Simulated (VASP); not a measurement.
# CoSi (rocksalt type) (Fm-3m) in VASP: notebook, part 2 of 2

VASP 6.6.1. Earlier steps stand in the parts before.

## (4) Density of states, PBE (volume scaled by 0.55)

The input, POSCAR:

```
CoSi
1.0
    0.0000000000      1.9109146235      1.9109146235
    1.9109146235      0.0000000000      1.9109146235
    1.9109146235      1.9109146235      0.0000000000
Co Si
1 1
Direct
    0.0000000000      0.0000000000      0.0000000000
    0.5000000000      0.5000000000      0.5000000000
```

The input, INCAR.step1:

```
SYSTEM = CoSi
ALGO = Normal ; EDIFF = 1E-7
ENCUT = 520 ; GGA = PE
ISIF = 2 ; ISMEAR = -1
LASPH = .True. ; LCHARG = .True.
LMAXMIX = 4 ; LREAL = .False.
LWAVE = .False. ; NBANDS = 14
NELM = 60 ; PREC = Accurate
SIGMA = 0.1
```

The input, KPOINTS.step1:

```
k-points
0
Gamma
  16 16 16
  0 0 0
```

The input, INCAR.step2:

```
SYSTEM = CoSi
ALGO = Normal ; EDIFF = 1E-7
ENCUT = 520 ; GGA = PE
ICHARG = 11 ; ISIF = 2
ISMEAR = -5 ; LASPH = .True.
LCHARG = .False. ; LMAXMIX = 4
LORBIT = 11 ; LREAL = .False.
LWAVE = .False. ; NBANDS = 14
NEDOS = 1001 ; NELM = 60
PREC = Accurate ; SIGMA = 0.1
```

The input, KPOINTS.step2:

```
k-points
0
Gamma
  24 24 24
  0 0 0
```

Potentials or basis: VASP PAW PBE potentials, release 64 (Co, Si).

Command:

```
cat potpaw_PBE.64/Co/POTCAR potpaw_PBE.64/Si/POTCAR > POTCAR
cp INCAR.step1 INCAR
cp KPOINTS.step1 KPOINTS
mpirun -np 1 vasp_std > vasp.out
cp INCAR.step2 INCAR
cp KPOINTS.step2 KPOINTS
mpirun -np 1 vasp_std > vasp.out
```

OUTCAR:

```text
SYSTEM = CoSi
   EDIFF = 1E-7
   ENCUT = 520
   GGA = PE
   ICHARG = 11
   ISIF = 2
   ISMEAR = -5
   LASPH = .True.
   LORBIT = 11
   LREAL = .False.
   NELM = 60
   PREC = Accurate

 ion  position               nearest neighbor table
   1  0.000  0.000  0.000-   2 1.91   2 1.91   2 1.91   2 1.91   2 1.91   2 1.91
   2  0.500  0.500  0.500-   1 1.91   1 1.91   1 1.91   1 1.91   1 1.91   1 1.91

  LATTYP: Found a face centered cubic cell.
 ALAT       =     3.8218292470

  Lattice vectors:

 A1 = (   0.0000000000,   1.9109146235,   1.9109146235)
 A2 = (   1.9109146235,   0.0000000000,   1.9109146235)
 A3 = (   1.9109146235,   1.9109146235,   0.0000000000)

Analysis of symmetry for initial positions (statically):
=====================================================================
 Subroutine PRICEL returns:
 Original cell was already a primitive cell.

 Routine SETGRP: Setting up the symmetry group for a
 face centered cubic supercell.

 Subroutine GETGRP returns: Found 48 space group operations
 (whereof 48 operations were pure point group operations)
 out of a pool of 48 trial point group operations.

The static configuration has the point symmetry O_h .

Analysis of symmetry for dynamics (positions and initial velocities):
=====================================================================
 Subroutine PRICEL returns:
 Original cell was already a primitive cell.

 Routine SETGRP: Setting up the symmetry group for a
 face centered cubic supercell.

 Subroutine GETGRP returns: Found 48 space group operations
 (whereof 48 operations were pure point group operations)
 out of a pool of 48 trial point group operations.

The dynamic configuration has the point symmetry O_h .

 Subroutine INISYM returns: Found 48 space group operations
 (whereof 48 operations are pure point group operations),
 and found     1 'primitive' translations

----------------------------------------------------------------------------------------

                                     Primitive cell

[... 133 lines left out ...]
  ext. energy  EPLUGINS =         0.00000000
  ---------------------------------------------------
  free energy    TOTEN  =        -4.98169769 eV

  energy without entropy =       -4.98169769  energy(sigma->0) =       -4.98169769

 E-fermi :  21.1337     XC(G=0): -15.2066

 val. band max:       21.1941708514   @ k =   0.5000   0.4583   0.0417
 cond. band min:      21.0983344749   @ k =  -0.4167   0.5000   0.0833
 fundamental gap:     -0.0958363764
 Fermi energy:        21.1336852118

 k-point     1 :       0.0000    0.0000    0.0000
  band No.  band energies     occupation
      1       3.0704      2.00000
      2      15.6317      2.00000
      3      15.6317      2.00000
      4      15.6317      2.00000
      5      16.2402      2.00000
      6      16.2402      2.00000
      7      29.1921      0.00000
      8      29.1921      0.00000
      9      29.1921      0.00000
     10      32.9104      0.00000
     11      35.0109      0.00000
     12      35.0109      0.00000
     13      35.0109      0.00000
     14      42.3049      0.00000
[... 377 lines left out ...]
      1       8.6177      2.00000
      2      11.0536      2.00000
      3      14.6339      2.00000
      4      14.7270      2.00000
      5      18.3434      2.00000
      6      18.4329      2.00000
      7      20.8354      2.05176
      8      28.5832      0.00000
      9      29.0623      0.00000
     10      29.9482      0.00000
     11      33.1195      0.00000
     12      33.3712      0.00000
     13      40.6553      0.00000
     14      41.4981      0.00000

 [... further k-points ...]

------------------------ aborting loop because EDIFF is reached ----------------------------------------

  FORCE on cell =-STRESS in cart. coord.  units (eV):
  Direction    XX          YY          ZZ          XY          YZ          ZX
  --------------------------------------------------------------------------------------
  -------------------------------------------------------------------------------------
  Total       30.3403596     30.3403596     30.3403596     -0.0000000     -0.0000000     -0.0000000
  in kB     3483.1923542   3483.1923542   3483.1923542     -0.0000000     -0.0000000     -0.0000000
  external PRESSURE =    3483.1923542 kB  Pullay stress =       0.0000000 kB

 VOLUME and BASIS-vectors are now :
 -----------------------------------------------------------------------------
  energy-cutoff  :      520.00
  volume of cell :       13.96
      direct lattice vectors                 reciprocal lattice vectors
     0.000000000  1.910914624  1.910914624    -0.261654809  0.261654809  0.261654809
     1.910914624  0.000000000  1.910914624     0.261654809 -0.261654809  0.261654809
     1.910914624  1.910914624  0.000000000     0.261654809  0.261654809 -0.261654809

 POSITION                                       TOTAL-FORCE (eV/Angst)
 -----------------------------------------------------------------------------------
      0.00000      0.00000      0.00000        -0.000000      0.000000      0.000000
      1.91091      1.91091      1.91091         0.000000     -0.000000     -0.000000
 -----------------------------------------------------------------------------------
    total drift:                                0.000000     -0.000000     -0.000000

  FREE ENERGIE OF THE ION-ELECTRON SYSTEM (eV)
  ---------------------------------------------------
  free  energy   TOTEN  =        -4.9816976899 eV

  energy  without entropy=       -4.9816976899  energy(sigma->0) =       -4.98169769

 total charge

# of ion       s       p       d       tot
------------------------------------------
    1        0.837   1.066   8.556  10.459
    2        0.893   1.332   0.000   2.225
--------------------------------------------------
tot          1.730   2.398   8.556  12.684
```

OUTCAR.step1:

```text
SYSTEM = CoSi
   EDIFF = 1E-7
   ENCUT = 520
   GGA = PE
   ISIF = 2
   ISMEAR = -1
   LASPH = .True.
[... 628 lines left out ...]
      0.00000      0.00000      0.00000         0.000000      0.000000     -0.000000
      1.91091      1.91091      1.91091        -0.000000     -0.000000      0.000000
 -----------------------------------------------------------------------------------
    total drift:                                0.000000     -0.000000     -0.000000

  FREE ENERGIE OF THE ION-ELECTRON SYSTEM (eV)
  ---------------------------------------------------
  free  energy   TOTEN  =        -4.9922704349 eV

  energy  without entropy=       -4.9707439742  energy(sigma->0) =       -4.98150720
```

OSZICAR.step1:

```text
N       E                     dE             d eps       ncg     rms          rms(c)
DAV:   1     0.564443817098E+02    0.56444E+02   -0.56879E+03  4276   0.109E+03
DAV:   2    -0.358412625002E+01   -0.60029E+02   -0.54416E+02  4660   0.212E+02
DAV:   3    -0.568847135102E+01   -0.21043E+01   -0.20799E+01  4648   0.419E+01
DAV:   4    -0.571236517702E+01   -0.23894E-01   -0.23884E-01  4776   0.419E+00
DAV:   5    -0.571297456176E+01   -0.60938E-03   -0.60938E-03  4858   0.660E-01    0.258E+01
DAV:   6    -0.542585056843E+01    0.28712E+00   -0.47410E+00  4240   0.382E+01    0.950E+00
DAV:   7    -0.513978389372E+01    0.28607E+00   -0.25977E+00  4240   0.297E+01    0.108E+01
DAV:   8    -0.499187408522E+01    0.14791E+00   -0.34989E-01  5148   0.949E+00    0.405E-01
DAV:   9    -0.499229189762E+01   -0.41781E-03   -0.54650E-03  4558   0.625E-01    0.261E-01
DAV:  10    -0.499227477570E+01    0.17122E-04   -0.31537E-04  5422   0.174E-01    0.440E-02
DAV:  11    -0.499226960672E+01    0.51690E-05   -0.35634E-05  5122   0.783E-02    0.354E-02
DAV:  12    -0.499227007461E+01   -0.46789E-06   -0.80526E-07  4978   0.899E-03    0.112E-02
DAV:  13    -0.499227038806E+01   -0.31345E-06   -0.23474E-07  2938   0.822E-03    0.602E-04
DAV:  14    -0.499227043489E+01   -0.46834E-07   -0.12478E-08  2378   0.107E-03
   1 F= -.49922704E+01 E0= -.49815072E+01  d E =-.215265E-01
```

Run time: 72 s. Hardware: 1 thread of Intel Xeon Platinum 8259CL at 2.50GHz (Skylake/Cascade Lake), shared host; peak memory 0.19 GiB.

What came out:

- Valence electrons inside the program's atomic spheres: Co 10.46; Si 2.23

Levels at points of the mesh, in eV from the Fermi level:
| k point | band 3 | band 4 | band 5 | band 6 | band 7 | band 8 | band 9 | band 10 |
| --- | --- | --- | --- | --- | --- | --- | --- | --- |
| (0.00, 0.00, 0.00) | -5.50 | -5.50 | -4.89 | -4.89 | 8.06 | 8.06 | 8.06 | 11.78 |
| (0.50, 0.00, 0.00) | -6.48 | -6.48 | -2.64 | -2.64 | -0.47 | 7.80 | 7.80 | 8.78 |
| (0.50, 0.50, 0.00) | -8.40 | -3.72 | -2.07 | -2.07 | 0.06 | 0.06 | 0.55 | 9.09 |

Caveat: tetrahedron occupations give inexact forces and stress in metals. Spin polarisation is off, so any magnetic state and its effect on volume and gap are missing.
